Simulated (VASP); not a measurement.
# AlN in VASP: further runs

AlN is run at these levels: r2SCAN, HSE06; tasks: single point.

All numbers are computed with VASP 6.6.1; they aren't measurements. Logs are shortened: lines on timing, memory, paths and dates and some standing lists are left out, and cuts for length are marked.

### 1 The cell of the first run

Symmetry: R-3m, No. 166, trigonal system. The conventional cell has a = 2.855 Å, b = 2.855 Å, c = 7.029 Å, α = 90.00°, β = 90.00°, γ = 120.00°. Al (site symmetry -3m) has 6 N at 2.02 Å within 2.7 Å. Within 2.7 Å of N (site symmetry -3m) lie 6 Al at 2.02 Å.

### 2 Single point, r2SCAN (strain along [111] +0.5%)

POSCAR reads:

```
AlN
1.0
    0.0067295616      2.0255980312      2.0255980312
    2.0255980312      0.0067295616      2.0255980312
    2.0255980312      2.0255980312      0.0067295616
Al N
1 1
Direct
    0.0000000000      0.0000000000      0.0000000000
    0.5000000000      0.5000000000      0.5000000000
```

INCAR.step1 reads:

```
PREC = Accurate
ENCUT = 520
ISMEAR = 0
SIGMA = 0.01
LREAL = F
LASPH = T
NELM = 100
NBANDS = 11
GGA = PE
ALGO = Normal
EDIFF = 1E-4
LWAVE = T
LCHARG = F
```

INCAR.step2 reads:

```
PREC = Accurate
ENCUT = 520
EDIFF = 1E-6
ISMEAR = 0
SIGMA = 0.01
LREAL = F
LASPH = T
NELM = 100
ALGO = Normal
ISIF = 2
LWAVE = F
LCHARG = F
METAGGA = R2SCAN
LMIXTAU = T
NBANDS = 11
ISTART = 1
```

KPOINTS reads:

```
Automatic mesh
0
Gamma
  10 10 10
```

Potentials or basis: VASP PAW PBE potentials, release 64 (Al, N).

Started as:

```bash
cat potpaw_PBE.64/Al/POTCAR potpaw_PBE.64/N/POTCAR > POTCAR
cp INCAR.step1 INCAR
mpirun -np 1 vasp_std > vasp.out
cp INCAR.step2 INCAR
mpirun -np 1 vasp_std > vasp.out
```

OUTCAR:

```text
PREC = Accurate
   ENCUT = 520
   EDIFF = 1E-6
   ISMEAR = 0
   LREAL = F
   LASPH = T
   NELM = 100
   ISIF = 2
   METAGGA = R2SCAN
   ISTART = 1

 ion  position               nearest neighbor table
   1  0.000  0.000  0.000-   2 2.02   2 2.02   2 2.02   2 2.02   2 2.02   2 2.02
   2  0.500  0.500  0.500-   1 2.02   1 2.02   1 2.02   1 2.02   1 2.02   1 2.02

  LATTYP: Found a trigonal (rhomboedric) cell.
 ALAT       =     2.8646361121
 COS(alpha) =     0.5033194815

  Lattice vectors:

 A1 = (   0.0067295616,   2.0255980312,   2.0255980312)
 A2 = (   2.0255980312,   0.0067295616,   2.0255980312)
 A3 = (   2.0255980312,   2.0255980312,   0.0067295616)

Analysis of symmetry for initial positions (statically):
=====================================================================
 Subroutine PRICEL returns:
 Original cell was already a primitive cell.

 Routine SETGRP: Setting up the symmetry group for a
 trigonal (rhombohedral) supercell.

 Subroutine GETGRP returns: Found 12 space group operations
 (whereof 12 operations were pure point group operations)
 out of a pool of 12 trial point group operations.

The static configuration has the point symmetry D_3d.

Analysis of symmetry for dynamics (positions and initial velocities):
=====================================================================
 Subroutine PRICEL returns:
 Original cell was already a primitive cell.

 Routine SETGRP: Setting up the symmetry group for a
 trigonal (rhombohedral) supercell.

 Subroutine GETGRP returns: Found 12 space group operations
 (whereof 12 operations were pure point group operations)
 out of a pool of 12 trial point group operations.

The dynamic configuration has the point symmetry D_3d.

 Subroutine INISYM returns: Found 12 space group operations
 (whereof 12 operations are pure point group operations),
 and found     1 'primitive' translations

----------------------------------------------------------------------------------------

                                     Primitive cell

  volume of cell :      16.5394

  direct lattice vectors                    reciprocal lattice vectors
     0.006729562  2.025598031  2.025598031    -0.248074203  0.247252766  0.247252766
[... 84 lines left out ...]
   ENCUT  =  520.0 eV  38.22 Ry    6.18 a.u.   5.33  5.33  5.33*2*pi/ulx,y,z
   NELM   =    100;   NELMIN=  2; NELMDL=  0     # of ELM steps
   EDIFF  = 0.1E-05   stopping-criterion for ELM
   LREAL  =      F    real-space projection
   EDIFFG = 0.1E-04   stopping-criterion for IOM
   NSW    =      0    number of steps for IOM
   IBRION =     -1    ionic relax: 0-MD 1-quasi-New 2-CG
   NFREE  =      0    steps in history (QN), initial steepest desc. (CG)
   ISIF   =      2    stress and relaxation
   ISYM   =      2    0-nonsym 1-usesym 2-fastsym
   POTIM  = 0.5000    time-step for ionic-motion
   TEBEG  =    0.0;   TEEND  =   0.0 temperature during run
   PSTRESS=    0.0 pullay stress
   NELECT =       8.0000    total number of electrons
   NUPDOWN=      -1.0000    fix difference up-down
   EMIN   =  10.00;   EMAX   =-10.00  energy-range for DOS
   EFERMI =   0.00;   METHOD = LEGACY
   ISMEAR =     0;   SIGMA  =   0.01  broadening in eV -4-tet -1-fermi 0-gaus
   EFERMI_NEDOS =   21; number of points for ismear=-14 and -15
   IALGO  =     38    algorithm
   IMIX   =      4    mixing-type and parameters
     AMIX     =   0.40;   BMIX     =  1.00
     AMIX_MAG =   1.60;   BMIX_MAG =  1.00
  volume/ion in A,a.u.               =       8.27        55.81
  Fermi-wavevector in a.u.,A,eV,Ry     =   1.285084  2.428456 22.469210  1.651440
  Thomas-Fermi vector in A             =   2.417239
   LORBIT       =      0    0 simple, 1 ext, 2 COOP (PROOUT), +10 PAW based schemes
   METAGGA = R2SCAN    functional components
   LHFCALC =     F    Hartree Fock is set to
   AEXX    =    0.0000 exact exchange contribution
   IVDW    =     0    specifies the selected vdW correction
   LEPSILON=     F    determine dielectric tensor
   LRPA    =     F    only Hartree local field effects (RPA)
 non-spin polarized calculation
 Gauss-broadening in eV      SIGMA  =   0.01
  energy-cutoff  :      520.00
  volume of cell :       16.54
 maximum number of plane-waves:       459
 NGX is ok and might be reduce to    24
   NGX = 11   NGY = 11   NGZ = 11

 number of electron       7.9999999 magnetization

 Free energy of the ion-electron system (eV)
  ---------------------------------------------------
  ext. energy  EPLUGINS =         0.00000000
  ---------------------------------------------------
  free energy    TOTEN  =       -18.89567127 eV

  energy without entropy =      -18.89567127  energy(sigma->0) =      -18.89567127

 E-fermi :   9.8580     XC(G=0): -12.8740

 val. band max:        9.7864092229   @ k =   0.0000   0.0000   0.0000
 cond. band min:      15.2323168028   @ k =   0.5000   0.5000  -0.0000
 fundamental gap:      5.4459075799
 Fermi energy:         9.8579819160

 k-point     1 :       0.0000    0.0000    0.0000
  band No.  band energies     occupation
      1      -8.6304      2.00000
      2       9.7151      2.00000
      3       9.7864      2.00000
      4       9.7864      2.00000
      5      16.2648      0.00000
      6      22.5687      0.00000
      7      22.7235      0.00000
      8      22.7235      0.00000
      9      28.3326      0.00000
     10      28.3326      0.00000
     11      28.4547      0.00000
[... 309 lines left out ...]
 k-point    24 :       0.4000    0.3000    0.0000
  band No.  band energies     occupation
      1      -5.6096      2.00000
      2       3.7500      2.00000
      3       6.9222      2.00000
      4       7.3698      2.00000
      5      16.6855      0.00000
      6      17.5317      0.00000
      7      23.1001      0.00000
      8      26.5486      0.00000
      9      27.4597      0.00000
     10      32.6272      0.00000
     11      36.0867      0.00000

 [... further k-points ...]
[... 5 lines left out ...]
  --------------------------------------------------------------------------------------
  -------------------------------------------------------------------------------------
  Total       -0.2233683     -0.2233683     -0.2233683     -0.1161331     -0.1161331     -0.1161331
  in kB      -21.6377493    -21.6377493    -21.6377493    -11.2498405    -11.2498405    -11.2498405
  external PRESSURE =     -21.6377493 kB  Pullay stress =       0.0000000 kB

 VOLUME and BASIS-vectors are now :
 -----------------------------------------------------------------------------
  energy-cutoff  :      520.00
  volume of cell :       16.54
      direct lattice vectors                 reciprocal lattice vectors
     0.006729562  2.025598031  2.025598031    -0.248074203  0.247252766  0.247252766
     2.025598031  0.006729562  2.025598031     0.247252766 -0.248074203  0.247252766
     2.025598031  2.025598031  0.006729562     0.247252766  0.247252766 -0.248074203

 POSITION                                       TOTAL-FORCE (eV/Angst)
 -----------------------------------------------------------------------------------
      0.00000      0.00000      0.00000         0.000000     -0.000000     -0.000000
      2.02896      2.02896      2.02896        -0.000000      0.000000      0.000000
 -----------------------------------------------------------------------------------
    total drift:                               -0.000000     -0.000000      0.000000

  FREE ENERGIE OF THE ION-ELECTRON SYSTEM (eV)
  ---------------------------------------------------
  free  energy   TOTEN  =       -18.8956712725 eV

  energy  without entropy=      -18.8956712725  energy(sigma->0) =      -18.89567127
```

OSZICAR.step1:

```text
N       E                     dE             d eps       ncg     rms          rms(c)
DAV:   1     0.974369364750E+01    0.97437E+01   -0.40501E+03  2624   0.624E+02
DAV:   2    -0.155929954711E+02   -0.25337E+02   -0.24474E+02  3057   0.138E+02
DAV:   3    -0.162817303882E+02   -0.68873E+00   -0.68763E+00  3094   0.210E+01
DAV:   4    -0.162845341194E+02   -0.28037E-02   -0.28035E-02  2846   0.142E+00
DAV:   5    -0.162845588408E+02   -0.24721E-04   -0.24721E-04  3019   0.127E-01    0.759E+00
DAV:   6    -0.145610440756E+02    0.17235E+01   -0.74848E+00  2789   0.145E+01    0.269E+00
DAV:   7    -0.145464995454E+02    0.14545E-01   -0.17968E-01  2874   0.310E+00    0.178E+00
DAV:   8    -0.145409995751E+02    0.55000E-02   -0.15605E-02  2651   0.109E+00    0.334E-01
DAV:   9    -0.145406518770E+02    0.34770E-03   -0.14498E-03  2900   0.228E-01    0.150E-01
DAV:  10    -0.145407074970E+02   -0.55620E-04   -0.12736E-04  1521   0.853E-02
   1 F= -.14540707E+02 E0= -.14540707E+02  d E =-.196358E-18
```

Wall time 35 s (1 thread of Intel Xeon Platinum 8488C (Sapphire Rapids), shared host); peak memory 0.14 GiB.

Results:

| Property | Result |
| --- | --- |
| Free energy | -18.8957 eV |
| Pressure | -2.2 GPa |
| Band gap on the k mesh | 5.45 eV, indirect (least direct gap 6.48 eV) |

Stress tensor (GPa, compression positive):
```
-2.16 -1.12 -1.12
-1.12 -2.16 -1.12
-1.12 -1.12 -2.16
```

Caveat: the cell differs from its parent crystal (strain along [111] +0.5%); the PAW data sets were made with another functional, which shifts forces and pressure a little.

### 3 Single point, r2SCAN (epitaxial 111 strain +4.0%)

POSCAR reads:

```
AlN
1.0
   -0.0610761238      2.0385470846      2.0385470846
    2.0385470846     -0.0610761238      2.0385470846
    2.0385470846      2.0385470846     -0.0610761238
Al N
1 1
Direct
    0.0000000000      0.0000000000      0.0000000000
    0.5000000000      0.5000000000      0.5000000000
```

INCAR.step1 reads:

```
  PREC = Accurate
  ENCUT = 520
  ISMEAR = 0
  SIGMA = 0.01
  LREAL = False
  LASPH = True
  NELM = 80
  NBANDS = 11
  GGA = PE
  ALGO = Normal
  EDIFF = 1E-4
  LWAVE = True
  LCHARG = False
```

INCAR.step2 reads:

```
  PREC = Accurate
  ENCUT = 520
  EDIFF = 1E-6
  ISMEAR = 0
  SIGMA = 0.01
  LREAL = False
  LASPH = True
  NELM = 80
  ALGO = Normal
  ISIF = 2
  LWAVE = False
  LCHARG = False
  METAGGA = R2SCAN
  LMIXTAU = True
  NBANDS = 11
  ISTART = 1
```

KPOINTS is that of step 2.

Potentials or basis: VASP PAW PBE potentials, release 64 (Al, N).

Started as:

```bash
cat potpaw_PBE.64/Al/POTCAR potpaw_PBE.64/N/POTCAR > POTCAR
cp INCAR.step1 INCAR
mpirun -np 1 vasp_std > vasp.out
cp INCAR.step2 INCAR
mpirun -np 1 vasp_std > vasp.out
```

OUTCAR:

```text
PREC = Accurate
   ENCUT = 520
   EDIFF = 1E-6
   ISMEAR = 0
   LREAL = False
   LASPH = True
   NELM = 80
   ISIF = 2
   METAGGA = R2SCAN
   ISTART = 1

 ion  position               nearest neighbor table
   1  0.000  0.000  0.000-   2 2.07   2 2.07   2 2.07   2 2.07   2 2.07   2 2.07
   2  0.500  0.500  0.500-   1 2.07   1 2.07   1 2.07   1 2.07   1 2.07   1 2.07

  LATTYP: Found a trigonal (rhomboedric) cell.
 ALAT       =     2.8835878216
 COS(alpha) =     0.4698285172

  Lattice vectors:

 A1 = (  -0.0610761238,   2.0385470846,   2.0385470846)
[... 516 lines left out ...]
      8      25.1128      0.00000
      9      25.4379      0.00000
     10      31.0652      0.00000
     11      34.0520      0.00000

 [... further k-points ...]
[... 5 lines left out ...]
  --------------------------------------------------------------------------------------
  -------------------------------------------------------------------------------------
  Total       -1.9956981     -1.9956981     -1.9956981      0.9574082      0.9574082      0.9574082
  in kB     -180.6038641   -180.6038641   -180.6038641     86.6421713     86.6421713     86.6421713
  external PRESSURE =    -180.6038641 kB  Pullay stress =       0.0000000 kB

 VOLUME and BASIS-vectors are now :
 -----------------------------------------------------------------------------
  energy-cutoff  :      520.00
  volume of cell :       17.70
      direct lattice vectors                 reciprocal lattice vectors
    -0.061076124  2.038547085  2.038547085    -0.234516333  0.241759599  0.241759599
     2.038547085 -0.061076124  2.038547085     0.241759599 -0.234516333  0.241759599
     2.038547085  2.038547085 -0.061076124     0.241759599  0.241759599 -0.234516333

 POSITION                                       TOTAL-FORCE (eV/Angst)
 -----------------------------------------------------------------------------------
      0.00000      0.00000      0.00000        -0.000000      0.000000     -0.000000
      2.00801      2.00801      2.00801         0.000000     -0.000000      0.000000
 -----------------------------------------------------------------------------------
    total drift:                               -0.000000     -0.000000      0.000000

  FREE ENERGIE OF THE ION-ELECTRON SYSTEM (eV)
  ---------------------------------------------------
  free  energy   TOTEN  =       -18.7764298723 eV

  energy  without entropy=      -18.7764298723  energy(sigma->0) =      -18.77642987
```

It took 35 s on 1 thread of Intel Xeon Platinum 8488C (Sapphire Rapids), shared host; peak memory 0.15 GiB.

Results:

```yaml
Free_energy: -18.7764 eV
Pressure: -18.1 GPa
Band_gap_on_the_k_mesh: 4.26 eV, indirect (least direct gap 5.05 eV)
```

Levels at points of the mesh, in eV from the valence-band top:
```csv
k point,band 2,band 3,band 4,band 5,band 6,band 7
"(0.00, 0.00, 0.00)",-0.57,-0.57,0.00,5.05,11.85,11.85
"(0.50, 0.00, 0.00)",-8.49,-1.48,-1.12,6.22,10.94,11.51
"(0.50, 0.50, 0.00)",-7.46,-3.39,-2.78,4.26,5.88,14.00
"(0.50, 0.50, 0.50)",-8.06,-1.70,-1.70,5.50,10.26,10.26
```

Caveat: the cell differs from its parent crystal (epitaxial 111 strain +4.0%); the PAW data sets were made with another functional, which shifts forces and pressure a little.

### 4 Single point, HSE06

This run uses another cell than the first one, of 8.23 Å³/atom, 0.995 times its volume.

POSCAR reads:

```
AlN
1.0
    0.0000000000      2.0188684697      2.0188684697
    2.0188684697      0.0000000000      2.0188684697
    2.0188684697      2.0188684697      0.0000000000
Al N
1 1
Direct
    0.0000000000      0.0000000000      0.0000000000
    0.5000000000      0.5000000000      0.5000000000
```

INCAR.step1 reads:

```
  PREC = Accurate
  ENCUT = 520
  EDIFF = 1E-5
  ISMEAR = 0
  SIGMA = 0.01
  LREAL = F
  LASPH = T
  NELM = 60
  ALGO = Normal
  ISIF = 2
  LWAVE = T
  GGA = PE
  NBANDS = 11
```

INCAR.step2 reads:

```
  PREC = Accurate
  ENCUT = 520
  EDIFF = 1E-6
  ISMEAR = 0
  SIGMA = 0.01
  LREAL = F
  LASPH = T
  NELM = 60
  ALGO = Normal
  ISIF = 2
  LWAVE = F
  LCHARG = T
  GGA = PE
  LHFCALC = T
  HFSCREEN = 0.2079
  PRECFOCK = Normal
  LELF = T
  LVHAR = T
  ISTART = 1
  NBANDS = 11
```

KPOINTS reads:

```
regular mesh
0
Gamma
  8 8 8
```

Started as:

```bash
cat potpaw_PBE.64/Al/POTCAR potpaw_PBE.64/N/POTCAR > POTCAR
cp INCAR.step1 INCAR
mpirun -np 1 vasp_std > vasp.out
cp INCAR.step2 INCAR
mpirun -np 1 vasp_std > vasp.out
```

It took 6.7 min on 1 thread of Intel Xeon Platinum 8488C (Sapphire Rapids), shared host; peak memory 0.24 GiB.

The run converged. Its results:

| Quantity | Value |
| --- | --- |
| Free energy | -17.1338 eV |
| Pressure | -1.5 GPa |
| Band gap on the k mesh | 6.01 eV, indirect (least direct gap 7.26 eV) |

Levels at points of the mesh, in eV from the valence-band top:
```
           k point  band 1  band 2  band 3  band 4  band 5  band 6  band 7  band 8
(0.00, 0.00, 0.00)  -19.26    0.00    0.00    0.00    7.26   13.82   13.82   13.82
(0.50, 0.00, 0.00)  -15.77   -9.03   -1.17   -1.17    7.56   12.63   12.63   15.59
(0.50, 0.50, 0.00)  -14.71   -8.05   -3.06   -3.06    6.01    6.61   16.29   19.55
```

Caveat: the PAW data sets were made with another functional, which shifts forces and pressure a little.

[end of part 1 of 2]
